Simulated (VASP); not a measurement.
# TiTe2 (P-3m1) in VASP: settings compared, part 2 of 2

VASP 6.6.1.

### Step 4. Single point, PBE

This run uses another cell than the first one, of 26.76 Å³/atom, 0.943 times its volume.

File INCAR:

```
SYSTEM = TiTe2
PREC = Accurate
ENCUT = 520
EDIFF = 1E-6
ISMEAR = 0
SIGMA = 0.03
LREAL = .False.
LASPH = .True.
NELM = 80
ALGO = Normal
ISIF = 2
LWAVE = .False.
LCHARG = .False.
GGA = PE
NBANDS = 19
```

File KPOINTS:

```
regular mesh
0
Gamma
  8 8 4
  0 0 0
```

File POSCAR:

```
TiTe2
1.0
    3.7770000000      0.0000000000      0.0000000000
   -1.8885000000      3.2709779501      0.0000000000
    0.0000000000      0.0000000000      6.4980000000
Te Ti
2 1
Direct
    0.3333333333      0.6666666667      0.7372000000
    0.6666666667      0.3333333333      0.2628000000
    0.0000000000      0.0000000000      0.0000000000
```

Potentials or basis: VASP PAW PBE potentials, release 64 (Te, Ti_sv).

The run is started by

```console
$ cat potpaw_PBE.64/Te/POTCAR potpaw_PBE.64/Ti_sv/POTCAR > POTCAR
$ mpirun -np 1 vasp_std > vasp.out
```

OUTCAR:

```text
SYSTEM = TiTe2
   PREC = Accurate
   ENCUT = 520
   EDIFF = 1E-6
   ISMEAR = 0
   LREAL = .False.
   LASPH = .True.
   NELM = 80
   ISIF = 2
   GGA = PE

 ion  position               nearest neighbor table
   1  0.333  0.667  0.737-   3 2.77   3 2.77   3 2.77
   2  0.667  0.333  0.263-   3 2.77   3 2.77   3 2.77
   3  0.000  0.000  0.000-   1 2.77   2 2.77   2 2.77   1 2.77   2 2.77   1 2.77

  LATTYP: Found a hexagonal cell.
 ALAT       =     3.7770000000
 C/A-ratio  =     1.7204130262

  Lattice vectors:

 A1 = (   3.7770000000,   0.0000000000,   0.0000000000)
 A2 = (  -1.8885000000,   3.2709779501,   0.0000000000)
 A3 = (   0.0000000000,   0.0000000000,   6.4980000000)

Analysis of symmetry for initial positions (statically):
=====================================================================
 Subroutine PRICEL returns:
 Original cell was already a primitive cell.

 Routine SETGRP: Setting up the symmetry group for a
 hexagonal supercell.

 Subroutine GETGRP returns: Found 12 space group operations
 (whereof 12 operations were pure point group operations)
 out of a pool of 24 trial point group operations.

The static configuration has the point symmetry D_3d.

Analysis of symmetry for dynamics (positions and initial velocities):
=====================================================================
 Subroutine PRICEL returns:
 Original cell was already a primitive cell.

 Routine SETGRP: Setting up the symmetry group for a
 hexagonal supercell.

 Subroutine GETGRP returns: Found 12 space group operations
 (whereof 12 operations were pure point group operations)
 out of a pool of 24 trial point group operations.

The dynamic configuration has the point symmetry D_3d.

 Subroutine INISYM returns: Found 12 space group operations
 (whereof 12 operations are pure point group operations),
 and found     1 'primitive' translations
[... 106 lines left out ...]
   TEBEG  =    0.0;   TEEND  =   0.0 temperature during run
   PSTRESS=    0.0 pullay stress
   NELECT =      24.0000    total number of electrons
   NUPDOWN=      -1.0000    fix difference up-down
   EMIN   =  10.00;   EMAX   =-10.00  energy-range for DOS
   EFERMI =   0.00;   METHOD = LEGACY
   ISMEAR =     0;   SIGMA  =   0.03  broadening in eV -4-tet -1-fermi 0-gaus
   EFERMI_NEDOS =   21; number of points for ismear=-14 and -15
   IALGO  =     38    algorithm
   IMIX   =      4    mixing-type and parameters
     AMIX     =   0.40;   BMIX     =  1.00
     AMIX_MAG =   1.60;   BMIX_MAG =  1.00
  volume/ion in A,a.u.               =      26.76       180.58
  Fermi-wavevector in a.u.,A,eV,Ry     =   1.094655  2.068597 16.303438  1.198269
  Thomas-Fermi vector in A             =   2.230964
   LORBIT       =      0    0 simple, 1 ext, 2 COOP (PROOUT), +10 PAW based schemes
   GGA     = PE    functional components
   LHFCALC =     F    Hartree Fock is set to
   AEXX    =    0.0000 exact exchange contribution
   IVDW    =     0    specifies the selected vdW correction
   LEPSILON=     F    determine dielectric tensor
   LRPA    =     F    only Hartree local field effects (RPA)
 non-spin polarized calculation
 Gauss-broadening in eV      SIGMA  =   0.03
  energy-cutoff  :      520.00
  volume of cell :       80.28
 maximum number of plane-waves:      2176
   NGX = 13   NGY = 13   NGZ = 25

 number of electron      23.9999998 magnetization

 Free energy of the ion-electron system (eV)
  ---------------------------------------------------
  ext. energy  EPLUGINS =         0.00000000
  ---------------------------------------------------
  free energy    TOTEN  =       -16.20952032 eV

  energy without entropy =      -16.20845328  energy(sigma->0) =      -16.20898680

 E-fermi :   6.7854     XC(G=0):  -9.8601

 val. band max:        6.7716965810   @ k =   0.5000   0.0000   0.2500
 cond. band min:       6.7879474994   @ k =   0.1250   0.0000   0.2500
 fundamental gap:      0.0162509184
 Fermi energy:         6.7854102910

 k-point     1 :       0.0000    0.0000    0.0000
  band No.  band energies     occupation
      1     -50.6670      2.00000
      2     -26.9221      2.00000
      3     -26.9221      2.00000
      4     -26.8890      2.00000
      5      -5.5821      2.00000
      6      -4.0793      2.00000
[... 505 lines left out ...]
      6      -3.5612      2.00000
[... 11 lines left out ...]
     18      12.0873      0.00000
     19      12.8454      0.00000

 [... further k-points ...]
[... 5 lines left out ...]
  --------------------------------------------------------------------------------------
  -------------------------------------------------------------------------------------
  Total        0.3517567      0.3517567      0.6170922      0.0000000      0.0000000      0.0000000
  in kB        7.0201872      7.0201872     12.3156208      0.0000000      0.0000000      0.0000000
  external PRESSURE =       8.7853317 kB  Pullay stress =       0.0000000 kB

 VOLUME and BASIS-vectors are now :
 -----------------------------------------------------------------------------
  energy-cutoff  :      520.00
  volume of cell :       80.28
      direct lattice vectors                 reciprocal lattice vectors
     3.777000000  0.000000000  0.000000000     0.264760392  0.152859484  0.000000000
    -1.888500000  3.270977950  0.000000000     0.000000000  0.305718967  0.000000000
     0.000000000  0.000000000  6.498000000     0.000000000  0.000000000  0.153893506

 POSITION                                       TOTAL-FORCE (eV/Angst)
 -----------------------------------------------------------------------------------
     -0.00000      2.18065      4.79033         0.000000     -0.000000     -0.016971
      1.88850      1.09033      1.70767        -0.000000      0.000000      0.016971
      0.00000      0.00000      0.00000         0.000000      0.000000      0.000000
 -----------------------------------------------------------------------------------
    total drift:                                0.000000     -0.000000     -0.000000

  FREE ENERGIE OF THE ION-ELECTRON SYSTEM (eV)
  ---------------------------------------------------
  free  energy   TOTEN  =       -16.2095203226 eV

  energy  without entropy=      -16.2084532844  energy(sigma->0) =      -16.20898680
```

OSZICAR:

```text
N       E                     dE             d eps       ncg     rms          rms(c)
DAV:   1     0.174803466467E+03    0.17480E+03   -0.10891E+04  1330   0.117E+03
DAV:   2    -0.262825688635E+01   -0.17743E+03   -0.17290E+03  1397   0.292E+02
DAV:   3    -0.179716459367E+02   -0.15343E+02   -0.14986E+02  2086   0.810E+01
DAV:   4    -0.184397252733E+02   -0.46808E+00   -0.46599E+00  1709   0.136E+01
DAV:   5    -0.184585947202E+02   -0.18869E-01   -0.18862E-01  1982   0.258E+00    0.121E+01
DAV:   6    -0.186397533811E+02   -0.18116E+00   -0.38343E+01  1472   0.376E+01    0.147E+01
DAV:   7    -0.164777745011E+02    0.21620E+01   -0.33817E+01  1657   0.325E+01    0.551E+00
DAV:   8    -0.162110357162E+02    0.26674E+00   -0.14581E+00  1579   0.820E+00    0.180E+00
DAV:   9    -0.162342882632E+02   -0.23253E-01   -0.32140E-01  1754   0.351E+00    0.169E+00
DAV:  10    -0.162136999754E+02    0.20588E-01   -0.32500E-01  1604   0.387E+00    0.833E-01
DAV:  11    -0.162096535698E+02    0.40464E-02   -0.36509E-02  1514   0.138E+00    0.346E-01
DAV:  12    -0.162096876443E+02   -0.34074E-04   -0.33470E-03  1576   0.415E-01    0.250E-01
DAV:  13    -0.162095253062E+02    0.16234E-03   -0.62356E-04  1546   0.186E-01    0.396E-02
DAV:  14    -0.162095270753E+02   -0.17692E-05   -0.17820E-05  1599   0.321E-02    0.399E-02
DAV:  15    -0.162095229404E+02    0.41350E-05   -0.55438E-06  1423   0.182E-02    0.196E-02
DAV:  16    -0.162095201411E+02    0.27993E-05   -0.15519E-05  1676   0.252E-02    0.249E-03
DAV:  17    -0.162095203226E+02   -0.18146E-06   -0.30725E-07   824   0.454E-03
   1 F= -.16209520E+02 E0= -.16208987E+02  d E =-.106704E-02
```

It took 1.9 min on 1 thread of AMD EPYC 7R13, shared host; peak memory 0.19 GiB.

What came out:

```
Free energy            : -16.2095 eV
Pressure               : 0.9 GPa
Largest force          : 0.017 eV/Å
Band gap on the k mesh : zero (band 12 reaches 7.21 eV, above the bottom of band 13 at 6.55 eV)
```

Forces in eV/Å, atoms in the order of the input:
```
Te   0.000  0.000 -0.017
Te   0.000  0.000  0.017
Ti   0.000  0.000  0.000
```

Caveat: spin-orbit coupling is left out, which moves the levels of the heavy elements; this functional lacks dispersion, which binds the layers, so the pressure and a relaxed spacing across them are unreliable.

### Step 5. Single point, BLYP+D4

This run uses another cell than the first one, of 27.11 Å³/atom, 0.956 times its volume.

File INCAR:

```
PREC     = Accurate       # precision mode
ENCUT    = 520            # plane-wave cutoff, eV
EDIFF    = 1E-6           # SCF threshold, eV
ISMEAR   = -1             # smearing method
SIGMA    = 0.05           # smearing width, eV
LREAL    = False          # projectors in reciprocal space
LASPH    = True           # aspherical terms in the spheres
NELM     = 80             # most SCF steps
ALGO     = Normal         # electronic algorithm
ISIF     = 2              # what is computed and relaxed
LWAVE    = False          # write WAVECAR
LCHARG   = False          # write CHGCAR
GGA      = B5             # functional
ALDAX    = 1.0          
AGGAX    = 1.0          
AGGAC    = 1.0          
ALDAC    = 0.0          
IVDW     = 13             # dispersion correction
VDW_S6   = 1.0          
VDW_S8   = 2.34076671   
VDW_A1   = 0.44488865   
VDW_A2   = 4.0933009    
NBANDS   = 19             # bands
```

File KPOINTS:

```
Automatic mesh
0
Gamma
  8 8 4
```

File POSCAR:

```
TiTe2
1.0
    3.8144510370      0.0000000000      0.0000000000
   -1.9072255185      3.3034114995      0.0000000000
    0.0000000000      0.0000000000      6.4552984873
Te Ti
2 1
Direct
    0.3333333333      0.6666666667      0.7377461984
    0.6666666667      0.3333333333      0.2622538016
    0.0000000000      0.0000000000      0.0000000000
```

The run is started by

```console
$ cat potpaw_PBE.64/Te/POTCAR potpaw_PBE.64/Ti_sv/POTCAR > POTCAR
$ mpirun -np 1 vasp_std > vasp.out
```

Wall time 2.7 min (1 thread of AMD EPYC 7R13, shared host); peak memory 0.19 GiB.

Results (log left out):

```
Free energy                : -16.2643 eV
Pressure                   : 0.2 GPa
Largest force              : 0.040 eV/Å
Band gap on the k mesh     : zero (band 12 reaches 7.51 eV, above the bottom of band 13 at 6.91 eV)
Dispersion energy per atom : -0.785 eV
```

Forces in eV/Å, atoms in the order of the input:
```
Te   0.000  0.000 -0.040
Te   0.000  0.000  0.040
Ti   0.000  0.000  0.000
```

Levels at points of the mesh, in eV from the Fermi level:
```
           k point  band 9  band 10  band 11  band 12  band 13  band 14  band 15  band 16
(0.00, 0.00, 0.00)   -1.79     0.33     0.33     0.40     0.63     0.92     0.92     2.91
(0.50, 0.00, 0.00)   -2.62    -2.33    -1.81    -1.20     0.06     1.01     1.35     2.37
(0.00, 0.00, 0.50)   -1.71    -1.71     0.32     0.32     0.60     0.60     1.01     3.33
(0.50, 0.00, 0.50)   -2.35    -2.08    -0.90    -0.67    -0.20     1.01     1.32     2.49
```

Caveat: the PAW data sets were made with another functional, which shifts forces and pressure a little; spin-orbit coupling is left out, which moves the levels of the heavy elements.

### Step 6. Overview

| level | cell | smearing | gap on the mesh (eV) | pressure (GPa) | largest force (eV/Å) |
| --- | --- | --- | --- | --- | --- |
| PBEsol | a = 3.851, b = 3.851, c = 6.625 Å, angles 90.0, 90.0, 120.0°, 3 atoms | fermi-dirac 0.05 eV | none | -5.3 | 0.56 |
| BLYP+D3(BJ) | a = 3.744, b = 3.744, c = 6.284 Å, angles 90.0, 90.0, 120.0°, 3 atoms | fermi-dirac 0.05 eV | none | 0.2 | 0.04 |
| PBE | a = 3.777, b = 3.777, c = 6.498 Å, angles 90.0, 90.0, 120.0°, 3 atoms | gaussian 0.03 eV | none | 0.9 | 0.02 |
| BLYP+D4 | a = 3.814, b = 3.814, c = 6.455 Å, angles 90.0, 90.0, 120.0°, 3 atoms | fermi-dirac 0.05 eV | none | 0.2 | 0.04 |

Alike in all rows: task single point; potentials or basis VASP PAW PBE potentials, release 64 (Te, Ti_sv); no spin polarisation; k mesh 8 × 8 × 4; cutoff (eV) 520.

Caveats: spin-orbit coupling is left out, which moves the levels of the heavy elements; the PAW data sets were made with another functional, which shifts forces and pressure a little (some runs); this functional lacks dispersion, which binds the layers, so the pressure and a relaxed spacing across them are unreliable (some runs).

Total energies depend on the potentials used, so only differences within one code and one set of settings carry meaning.
